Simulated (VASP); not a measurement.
# TiO2 (P4_2nm) in VASP: notebook

The runs below take TiO2 through single point, with r2SCAN+U.

Everything below comes from runs of VASP 6.6.1. Logs are shortened: lines on timing, memory, paths and dates and some standing lists are left out, and cuts for length are marked.

## (1) The cell of the first run

Symmetry: P4_2nm, No. 102, tetragonal system. The conventional cell has a = 4.597 Å, b = 4.597 Å, c = 2.993 Å, α = 90.00°, β = 90.00°, γ = 90.00°. Ti (site symmetry 2mm) has 6 O at 1.72 to 2.23 Å within 2.3 Å. Within 2.3 Å of O (site symmetry m) lie 3 Ti at 1.72 to 2.23 Å.

## (2) Single point, r2SCAN+U (atoms displaced along a vibrational mode)

File POSCAR:

```
TiO2
1.0
    4.5973635523      0.0000000000      0.0000000000
    0.0000000000      4.5973635523      0.0000000000
    0.0000000000      0.0000000000      2.9928841877
Ti O
2 4
Direct
    0.0000000000      0.0000000000     -0.0446711063
    0.5000000000      0.5000000000      0.4553288937
    0.3051400959      0.3051400959      0.0668251718
    0.1948599041      0.8051400959      0.5668251718
    0.6948599041      0.6948599041      0.0668251718
    0.8051400959      0.1948599041      0.5668251718
```

File INCAR.step1:

```
SYSTEM = TiO2
ALGO = Normal
EDIFF = 1E-4
ENCUT = 520
GGA = PE
ISMEAR = 0
LASPH = .TRUE.
LCHARG = .FALSE.
LDAU = .TRUE.
LDAUJ = 0 0
LDAUL = 2 -1
LDAUTYPE = 2
LDAUU = 4 0
LMAXMIX = 4
LREAL = .FALSE.
LWAVE = .TRUE.
NBANDS = 33
NELM = 150
PREC = Accurate
SIGMA = 0.05
```

File INCAR.step2:

```
SYSTEM = TiO2
ALGO = Normal
EDIFF = 1E-7
ENCUT = 520
ISIF = 2
ISMEAR = 0
ISTART = 1
LASPH = .TRUE.
LCHARG = .FALSE.
LDAU = .TRUE.
LDAUJ = 0 0
LDAUL = 2 -1
LDAUPRINT = 1
LDAUTYPE = 2
LDAUU = 4 0
LMAXMIX = 4
LMIXTAU = .TRUE.
LREAL = .FALSE.
LWAVE = .FALSE.
METAGGA = R2SCAN
NBANDS = 33
NELM = 150
PREC = Accurate
SIGMA = 0.05
```

File KPOINTS:

```
k-points
0
G
  6 6 8
  0 0 0
```

Potentials or basis: VASP PAW PBE potentials, release 64 (Ti_sv, O).

Run with:

```bash
> cat potpaw_PBE.64/Ti_sv/POTCAR potpaw_PBE.64/O/POTCAR > POTCAR
> cp INCAR.step1 INCAR
> mpirun -np 1 vasp_std > vasp.out
> cp INCAR.step2 INCAR
> mpirun -np 1 vasp_std > vasp.out
```

OUTCAR:

```text
SYSTEM = TiO2
   EDIFF = 1E-7
   ENCUT = 520
   ISIF = 2
   ISMEAR = 0
   ISTART = 1
   LASPH = .TRUE.
   LREAL = .FALSE.
   METAGGA = R2SCAN
   NELM = 150
   PREC = Accurate

 ion  position               nearest neighbor table
   1  0.000  0.000  0.955-   4 1.72   6 1.72   5 2.01   3 2.01   4 2.23   6 2.23
   2  0.500  0.500  0.455-   3 1.72   5 1.72   4 2.01   6 2.01   3 2.23   5 2.23
   3  0.305  0.305  0.067-   2 1.72   1 2.01   2 2.23
   4  0.195  0.805  0.567-   1 1.72   2 2.01   1 2.23
   5  0.695  0.695  0.067-   2 1.72   1 2.01   2 2.23
   6  0.805  0.195  0.567-   1 1.72   2 2.01   1 2.23

  LATTYP: Found a simple tetragonal cell.
 ALAT       =     4.5973635523
 C/A-ratio  =     0.6510001121

  Lattice vectors:

 A1 = (   4.5973635523,   0.0000000000,   0.0000000000)
 A2 = (   0.0000000000,   4.5973635523,   0.0000000000)
 A3 = (   0.0000000000,   0.0000000000,   2.9928841877)

Analysis of symmetry for initial positions (statically):
=====================================================================
 Subroutine PRICEL returns:
 Original cell was already a primitive cell.

 Routine SETGRP: Setting up the symmetry group for a
 simple tetragonal supercell.

 Subroutine GETGRP returns: Found  8 space group operations
 (whereof  4 operations were pure point group operations)
 out of a pool of 16 trial point group operations.

The static configuration has the point symmetry C_2v.
 The point group associated with its full space group is C_4v.

Analysis of symmetry for dynamics (positions and initial velocities):
=====================================================================
 Subroutine PRICEL returns:
 Original cell was already a primitive cell.

 Routine SETGRP: Setting up the symmetry group for a
 simple tetragonal supercell.

 Subroutine GETGRP returns: Found  8 space group operations
 (whereof  4 operations were pure point group operations)
 out of a pool of 16 trial point group operations.

The dynamic configuration has the point symmetry C_2v.
 The point group associated with its full space group is C_4v.

 Subroutine INISYM returns: Found  8 space group operations
 (whereof  4 operations are pure point group operations),
 and found     1 'primitive' translations

----------------------------------------------------------------------------------------

                                     Primitive cell

  volume of cell :      63.2569

  direct lattice vectors                    reciprocal lattice vectors
     4.597363552  0.000000000  0.000000000     0.217515972  0.000000000  0.000000000
     0.000000000  4.597363552  0.000000000     0.000000000  0.217515972  0.000000000
     0.000000000  0.000000000  2.992884188     0.000000000  0.000000000  0.334125859

  length of vectors
     4.597363552  4.597363552  2.992884188     0.217515972  0.217515972  0.334125859

  position of ions in fractional coordinates (direct lattice)
     0.000000000  0.000000000  0.955328894
     0.500000000  0.500000000  0.455328894
     0.305140096  0.305140096  0.066825172
     0.194859904  0.805140096  0.566825172
     0.694859904  0.694859904  0.066825172
     0.805140096  0.194859904  0.566825172

  ion indices of the primitive-cell ions
   primitive index   ion index
                 1           1
                 2           2
                 3           3
                 4           4
                 5           5
                 6           6

----------------------------------------------------------------------------------------

 KPOINTS: k-points

Automatic generation of k-mesh.
 Grid dimensions read from file:
 generate k-points for:    6    6    8

 Generating k-lattice:

  Cartesian coordinates                     Fractional coordinates (reciprocal lattice)
[... 62 lines left out ...]
   EDIFFG = 0.1E-05   stopping-criterion for IOM
   NSW    =      0    number of steps for IOM
   IBRION =     -1    ionic relax: 0-MD 1-quasi-New 2-CG
   NFREE  =      0    steps in history (QN), initial steepest desc. (CG)
   ISIF   =      2    stress and relaxation
   ISYM   =      2    0-nonsym 1-usesym 2-fastsym
   POTIM  = 0.5000    time-step for ionic-motion
   TEBEG  =    0.0;   TEEND  =   0.0 temperature during run
   PSTRESS=    0.0 pullay stress
   NELECT =      48.0000    total number of electrons
   NUPDOWN=      -1.0000    fix difference up-down
   EMIN   =  10.00;   EMAX   =-10.00  energy-range for DOS
   EFERMI =   0.00;   METHOD = LEGACY
   ISMEAR =     0;   SIGMA  =   0.05  broadening in eV -4-tet -1-fermi 0-gaus
   EFERMI_NEDOS =   21; number of points for ismear=-14 and -15
   IALGO  =     38    algorithm
   IMIX   =      4    mixing-type and parameters
     AMIX     =   0.40;   BMIX     =  1.00
     AMIX_MAG =   1.60;   BMIX_MAG =  1.00
  volume/ion in A,a.u.               =      10.54        71.15
  Fermi-wavevector in a.u.,A,eV,Ry     =   1.493205  2.821748 30.336373  2.229661
  Thomas-Fermi vector in A             =   2.605635
   LORBIT       =      0    0 simple, 1 ext, 2 COOP (PROOUT), +10 PAW based schemes
 LDA+U is selected, type is set to LDAUTYPE =  2
   angular momentum for each species LDAUL =     2   -1
   U (eV)           for each species LDAUU =   4.0  0.0
   J (eV)           for each species LDAUJ =   0.0  0.0
   METAGGA = R2SCAN    functional components
   LHFCALC =     F    Hartree Fock is set to
   AEXX    =    0.0000 exact exchange contribution
   IVDW    =     0    specifies the selected vdW correction
   LEPSILON=     F    determine dielectric tensor
   LRPA    =     F    only Hartree local field effects (RPA)
 non-spin polarized calculation
 Gauss-broadening in eV      SIGMA  =   0.05
  energy-cutoff  :      520.00
  volume of cell :       63.26
 maximum number of plane-waves:      1724
 NGX is ok and might be reduce to    36
   NGX = 17   NGY = 17   NGZ = 11

atom =   1  type =  1  l = 2

 onsite density matrix

spin component  1

  0.2198  0.0000 -0.0352  0.0000  0.0000
  0.0000  0.2134  0.0000 -0.1008  0.0000
 -0.0352  0.0000  0.1333  0.0000 -0.0000
  0.0000 -0.1008  0.0000  0.2134  0.0000
  0.0000  0.0000 -0.0000  0.0000  0.1110

spin component  2

  0.2198  0.0000 -0.0352  0.0000  0.0000
  0.0000  0.2134  0.0000 -0.1008  0.0000
 -0.0352  0.0000  0.1333  0.0000 -0.0000
  0.0000 -0.1008  0.0000  0.2134  0.0000
  0.0000  0.0000 -0.0000  0.0000  0.1110

 occupancies and eigenvectors

  o =  0.1110  v =  0.0000 -0.0000  0.0000 -0.0000  1.0000  0.0000  0.0000  0.0000  0.0000  0.0000      0.0000  0.0000  0.0000  0.0000  0.0000  0.0000  0.0000  0.0000  0.0000  0.0000
  o =  0.1110  v =  0.0000  0.0000  0.0000  0.0000  0.0000  0.0000 -0.0000  0.0000 -0.0000  1.0000      0.0000  0.0000  0.0000  0.0000  0.0000  0.0000  0.0000  0.0000  0.0000  0.0000
  o =  0.1126  v = -0.0000 -0.7071 -0.0000 -0.7071 -0.0000  0.0000  0.0000  0.0000  0.0000  0.0000      0.0000  0.0000  0.0000  0.0000  0.0000  0.0000  0.0000  0.0000  0.0000  0.0000
  o =  0.1126  v =  0.0000  0.0000  0.0000  0.0000  0.0000 -0.0000 -0.7071 -0.0000 -0.7071 -0.0000      0.0000  0.0000  0.0000  0.0000  0.0000  0.0000  0.0000  0.0000  0.0000  0.0000
  o =  0.1208  v =  0.0000  0.0000  0.0000  0.0000  0.0000 -0.3349 -0.0000 -0.9422 -0.0000  0.0000      0.0000  0.0000  0.0000  0.0000  0.0000  0.0000  0.0000  0.0000  0.0000  0.0000
  o =  0.1208  v = -0.3349 -0.0000 -0.9422 -0.0000  0.0000  0.0000  0.0000  0.0000  0.0000  0.0000      0.0000  0.0000  0.0000  0.0000  0.0000  0.0000  0.0000  0.0000  0.0000  0.0000
  o =  0.2323  v =  0.0000  0.0000  0.0000  0.0000  0.0000 -0.9422  0.0000  0.3349  0.0000 -0.0000      0.0000  0.0000  0.0000  0.0000  0.0000  0.0000  0.0000  0.0000  0.0000  0.0000
  o =  0.2323  v = -0.9422  0.0000  0.3349  0.0000 -0.0000  0.0000  0.0000  0.0000  0.0000  0.0000      0.0000  0.0000  0.0000  0.0000  0.0000  0.0000  0.0000  0.0000  0.0000  0.0000
  o =  0.3143  v =  0.0000  0.7071 -0.0000 -0.7071  0.0000  0.0000  0.0000  0.0000  0.0000  0.0000      0.0000  0.0000  0.0000  0.0000  0.0000  0.0000  0.0000  0.0000  0.0000  0.0000
  o =  0.3143  v =  0.0000  0.0000  0.0000  0.0000  0.0000  0.0000  0.7071 -0.0000 -0.7071  0.0000      0.0000  0.0000  0.0000  0.0000  0.0000  0.0000  0.0000  0.0000  0.0000  0.0000

atom =   2  type =  1  l = 2

 onsite density matrix

spin component  1

  0.2198  0.0000  0.0352  0.0000  0.0000
  0.0000  0.2134  0.0000  0.1008  0.0000
  0.0352  0.0000  0.1333  0.0000 -0.0000
  0.0000  0.1008  0.0000  0.2134  0.0000
  0.0000  0.0000 -0.0000  0.0000  0.1110

spin component  2

  0.2198  0.0000  0.0352  0.0000  0.0000
  0.0000  0.2134  0.0000  0.1008  0.0000
  0.0352  0.0000  0.1333  0.0000 -0.0000
  0.0000  0.1008  0.0000  0.2134  0.0000
  0.0000  0.0000 -0.0000  0.0000  0.1110

 occupancies and eigenvectors

  o =  0.1110  v = -0.0000 -0.0000  0.0000  0.0000  1.0000  0.0000  0.0000  0.0000  0.0000  0.0000      0.0000  0.0000  0.0000  0.0000  0.0000  0.0000  0.0000  0.0000  0.0000  0.0000
  o =  0.1110  v =  0.0000  0.0000  0.0000  0.0000  0.0000 -0.0000 -0.0000  0.0000  0.0000  1.0000      0.0000  0.0000  0.0000  0.0000  0.0000  0.0000  0.0000  0.0000  0.0000  0.0000
  o =  0.1126  v =  0.0000 -0.7071 -0.0000  0.7071 -0.0000  0.0000  0.0000  0.0000  0.0000  0.0000      0.0000  0.0000  0.0000  0.0000  0.0000  0.0000  0.0000  0.0000  0.0000  0.0000
  o =  0.1126  v =  0.0000  0.0000  0.0000  0.0000  0.0000  0.0000 -0.7071 -0.0000  0.7071 -0.0000      0.0000  0.0000  0.0000  0.0000  0.0000  0.0000  0.0000  0.0000  0.0000  0.0000
  o =  0.1208  v =  0.0000  0.0000  0.0000  0.0000  0.0000 -0.3349 -0.0000  0.9422  0.0000 -0.0000      0.0000  0.0000  0.0000  0.0000  0.0000  0.0000  0.0000  0.0000  0.0000  0.0000
  o =  0.1208  v = -0.3349 -0.0000  0.9422  0.0000 -0.0000  0.0000  0.0000  0.0000  0.0000  0.0000      0.0000  0.0000  0.0000  0.0000  0.0000  0.0000  0.0000  0.0000  0.0000  0.0000
  o =  0.2323  v =  0.0000  0.0000  0.0000  0.0000  0.0000 -0.9422 -0.0000 -0.3349 -0.0000  0.0000      0.0000  0.0000  0.0000  0.0000  0.0000  0.0000  0.0000  0.0000  0.0000  0.0000
  o =  0.2323  v = -0.9422 -0.0000 -0.3349 -0.0000  0.0000  0.0000  0.0000  0.0000  0.0000  0.0000      0.0000  0.0000  0.0000  0.0000  0.0000  0.0000  0.0000  0.0000  0.0000  0.0000
  o =  0.3143  v = -0.0000  0.7071 -0.0000  0.7071 -0.0000  0.0000  0.0000  0.0000  0.0000  0.0000      0.0000  0.0000  0.0000  0.0000  0.0000  0.0000  0.0000  0.0000  0.0000  0.0000
  o =  0.3143  v =  0.0000  0.0000  0.0000  0.0000  0.0000 -0.0000  0.7071 -0.0000  0.7071 -0.0000      0.0000  0.0000  0.0000  0.0000  0.0000  0.0000  0.0000  0.0000  0.0000  0.0000

 number of electron      48.0000029 magnetization

 Free energy of the ion-electron system (eV)
  ---------------------------------------------------
  ext. energy  EPLUGINS =         0.00000000
  ---------------------------------------------------
  free energy    TOTEN  =       -63.36625030 eV

  energy without entropy =      -63.36625030  energy(sigma->0) =      -63.36625030

 E-fermi :   4.5234     XC(G=0): -12.0136

 val. band max:        4.1990916778   @ k =   0.0000   0.0000   0.0000
 cond. band min:       7.9807630239   @ k =   0.5000   0.5000   0.5000
 fundamental gap:      3.7816713461
 Fermi energy:         4.5234342699

 k-point     1 :       0.0000    0.0000    0.0000
  band No.  band energies     occupation
      1     -54.9216      2.00000
      2     -54.9049      2.00000
      3     -30.2844      2.00000
      4     -30.2844      2.00000
      5     -30.1158      2.00000
      6     -30.0737      2.00000
[... 853 lines left out ...]
     32      10.3059      0.00000
     33      12.5529      0.00000

 [... further k-points ...]
[... 5 lines left out ...]
  --------------------------------------------------------------------------------------
  -------------------------------------------------------------------------------------
  Total        7.9232907      7.9232907     11.3398436     -0.0000000      0.0000000      0.0000000
  in kB      200.6820674    200.6820674    287.2169328     -0.0000000      0.0000000      0.0000000
  external PRESSURE =     229.5270225 kB  Pullay stress =       0.0000000 kB

 VOLUME and BASIS-vectors are now :
 -----------------------------------------------------------------------------
  energy-cutoff  :      520.00
  volume of cell :       63.26
      direct lattice vectors                 reciprocal lattice vectors
     4.597363552  0.000000000  0.000000000     0.217515972  0.000000000  0.000000000
     0.000000000  4.597363552  0.000000000     0.000000000  0.217515972  0.000000000
     0.000000000  0.000000000  2.992884188     0.000000000  0.000000000  0.334125859

 POSITION                                       TOTAL-FORCE (eV/Angst)
 -----------------------------------------------------------------------------------
      0.00000      0.00000      2.85919         0.000000      0.000000      5.137456
      2.29868      2.29868      1.36275         0.000000      0.000000      5.137456
      1.40284      1.40284      0.20000        -1.658555     -1.658555     -2.568728
      0.89584      3.70152      1.69644         1.658555     -1.658555     -2.568728
      3.19452      3.19452      0.20000         1.658555      1.658555     -2.568728
      3.70152      0.89584      1.69644        -1.658555      1.658555     -2.568728
 -----------------------------------------------------------------------------------
    total drift:                               -0.000000      0.000000      0.002857

  FREE ENERGIE OF THE ION-ELECTRON SYSTEM (eV)
  ---------------------------------------------------
  free  energy   TOTEN  =       -63.3662502958 eV

  energy  without entropy=      -63.3662502958  energy(sigma->0) =      -63.36625030
```

Run time: 5.8 min. Hardware: 1 thread of Intel Xeon 8259CL, shared host; peak memory 0.23 GiB.

Results:

```yaml
Free_energy: -63.3663 eV
Pressure: 23.0 GPa
Largest_force: 5.137 eV/Å
Band_gap_on_the_k_mesh: 3.78 eV (least direct gap 4.15 eV)
```

Forces on the atoms (eV/Å):
```
Ti   0.000  0.000  5.137
Ti   0.000  0.000  5.137
O   -1.659 -1.659 -2.569
O    1.659 -1.659 -2.569
O    1.659  1.659 -2.569
O   -1.659  1.659 -2.569
```

Eigenvalues of the final occupation matrices:
| site | spin | trace | eigenvalues |
| --- | --- | --- | --- |
| site 1 d | 1 | 0.89 | 0.11 0.11 0.12 0.23 0.31 |
| site 1 d | 2 | 0.89 | 0.11 0.11 0.12 0.23 0.31 |
| site 2 d | 1 | 0.89 | 0.11 0.11 0.12 0.23 0.31 |
| site 2 d | 2 | 0.89 | 0.11 0.11 0.12 0.23 0.31 |

Caveat: the cell differs from its parent crystal (atoms displaced along a vibrational mode); the stress differs along the axes, from 20 to 29 GPa; the PAW data sets were made with another functional, which shifts forces and pressure a little.

## (3) Single point, r2SCAN+U (atoms displaced along a vibrational mode)

File POSCAR:

```
TiO2
1.0
    4.5973635523      0.0000000000      0.0000000000
    0.0000000000      4.5973635523      0.0000000000
    0.0000000000      0.0000000000      2.9928841877
Ti O
2 4
Direct
    0.0000000000      0.0000000000      0.0335033298
    0.5000000000      0.5000000000      0.5335033298
    0.3051400959      0.3051400959     -0.0501188788
    0.1948599041      0.8051400959      0.4498811212
    0.6948599041      0.6948599041     -0.0501188788
    0.8051400959      0.1948599041      0.4498811212
```

File INCAR.step1:

```
PREC     = Accurate       # precision mode
ENCUT    = 520            # plane-wave cutoff, eV
ISMEAR   = 0              # smearing method
SIGMA    = 0.05           # smearing width, eV
LREAL    = F              # projectors in reciprocal space
LASPH    = T              # aspherical terms in the spheres
NELM     = 150            # most SCF steps
LMAXMIX  = 4              # l up to which the mixer works
LDAU     = T              # DFT+U
LDAUTYPE = 2            
LDAUL    = 2 -1           # shell
LDAUU    = 4 0            # U, eV
LDAUJ    = 0 0          
NBANDS   = 33             # bands
GGA      = PE             # functional
ALGO     = Normal         # electronic algorithm
EDIFF    = 1E-4           # SCF threshold, eV
LWAVE    = T              # write WAVECAR
LCHARG   = F              # write CHGCAR
```

File INCAR.step2:

```
PREC     = Accurate       # precision mode
ENCUT    = 520            # plane-wave cutoff, eV
EDIFF    = 1E-6           # SCF threshold, eV
ISMEAR   = 0              # smearing method
SIGMA    = 0.05           # smearing width, eV
LREAL    = F              # projectors in reciprocal space
LASPH    = T              # aspherical terms in the spheres
NELM     = 150            # most SCF steps
ALGO     = Normal         # electronic algorithm
ISIF     = 2              # what is computed and relaxed
LWAVE    = F              # write WAVECAR
LCHARG   = T              # write CHGCAR
LMAXMIX  = 4              # l up to which the mixer works
LDAU     = T              # DFT+U
LDAUTYPE = 2            
LDAUL    = 2 -1           # shell
LDAUU    = 4 0            # U, eV
LDAUJ    = 0 0          
LDAUPRINT= 1            
METAGGA  = R2SCAN         # meta-GGA
LMIXTAU  = T            
LELF     = T              # ELF
LVHAR    = T            
NBANDS   = 33             # bands
ISTART   = 1
```

File KPOINTS:

```
Automatic mesh
0
Gamma
  6 6 8
```

Potentials or basis: VASP PAW PBE potentials, release 64 (Ti_sv, O).

Run with:

```bash
> cat potpaw_PBE.64/Ti_sv/POTCAR potpaw_PBE.64/O/POTCAR > POTCAR
> cp INCAR.step1 INCAR
> mpirun -np 1 vasp_std > vasp.out
> cp INCAR.step2 INCAR
> mpirun -np 1 vasp_std > vasp.out
```

Run time: 4.9 min. Hardware: 1 thread of Intel Xeon 8259CL, shared host; peak memory 0.23 GiB.

The run converged. Its results:

* Free energy: -64.0511 eV
* Pressure: 14.9 GPa
* Largest force: 3.169 eV/Å
* Band gap on the k mesh: 3.42 eV (least direct gap 3.87 eV)

Forces on the atoms (eV/Å):
```
Ti   0.000  0.000 -3.169
Ti   0.000  0.000 -3.169
O   -0.921 -0.921  1.584
O    0.921 -0.921  1.584
O    0.921  0.921  1.584
O   -0.921  0.921  1.584
```

Stress tensor (GPa, compression positive):
```
13.01  0.00  0.00
 0.00 13.01  0.00
 0.00  0.00 18.80
```

Levels at points of the mesh, in eV from the valence-band top:
| k point | band 21 | band 22 | band 23 | band 24 | band 25 | band 26 | band 27 | band 28 |
| --- | --- | --- | --- | --- | --- | --- | --- | --- |
| (0.00, 0.00, 0.00) | -1.33 | -0.78 | -0.78 | 0.00 | 3.93 | 4.03 | 4.07 | 4.46 |
| (0.50, 0.00, 0.00) | -1.52 | -1.52 | -0.77 | -0.77 | 3.57 | 3.57 | 4.97 | 4.97 |
| (0.50, 0.50, 0.00) | -1.84 | -1.84 | -1.33 | -1.33 | 3.97 | 3.97 | 4.34 | 4.34 |
| (0.00, 0.00, 0.50) | -2.31 | -2.31 | -1.30 | -1.30 | 4.49 | 4.49 | 4.74 | 4.74 |
| (0.50, 0.00, 0.50) | -1.75 | -1.75 | -1.12 | -1.12 | 3.53 | 3.53 | 4.74 | 4.74 |
| (0.50, 0.50, 0.50) | -1.61 | -0.87 | -0.53 | -0.53 | 3.44 | 4.51 | 4.59 | 4.59 |

Eigenvalues of the final occupation matrices:
```
    site  spin  trace               eigenvalues
site 1 d     1   0.83  0.10 0.10 0.10 0.23 0.29
site 1 d     2   0.83  0.10 0.10 0.10 0.23 0.29
site 2 d     1   0.83  0.10 0.10 0.10 0.23 0.29
site 2 d     2   0.83  0.10 0.10 0.10 0.23 0.29
```

Caveat: the cell differs from its parent crystal (atoms displaced along a vibrational mode); the stress differs along the axes, from 13 to 19 GPa; the PAW data sets were made with another functional, which shifts forces and pressure a little. A k mesh can miss the band edges.

(Continued in part 2 of 2.)
